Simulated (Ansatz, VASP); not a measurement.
**Two plane-wave programs on C**

```xyz
2
Lattice="0.0000 1.7657 1.7657 1.7657 0.0000 1.7657 1.7657 1.7657 0.0000" Properties=species:S:1:pos:R:3 pbc="T T T"
C     0.0000    0.0000    0.0000
C     0.8829    0.8829    0.8829
```

Alike in both runs: functional LDA; k mesh 10 × 10 × 10; occupations gaussian, width 0.1 eV; no spin polarisation.

Ansatz relaxed the structure, and its values are those at the end. VASP's run is a single point on that final structure, the one shown.

|  | VASP | Ansatz |
| --- | --- | --- |
| version | VASP 6.6.1 | Ansatz 0.2.0 |
| potentials or method | VASP PAW LDA potentials, release 64 (C), cutoff 600 eV | scalar-relativistic, plane waves, PAW |
| valence electrons in the cell | 8 | 8 |

Ansatz gave:

```
gap on the k mesh at the Fermi level (eV) : 4.21
least direct gap on the mesh (eV)         : 5.62
pressure (GPa)                            : 0.0
```

Problem. Estimate VASP's values.

Solution. gap on the k mesh at the Fermi level (eV): 4.20; least direct gap on the mesh (eV): 5.63; pressure (GPa): 0.9.

Ansatz warns that its potentials were made for another functional, while VASP's fit it. LDA's correlation is that of Perdew and Zunger in VASP and of Perdew and Wang (1992) in Ansatz.
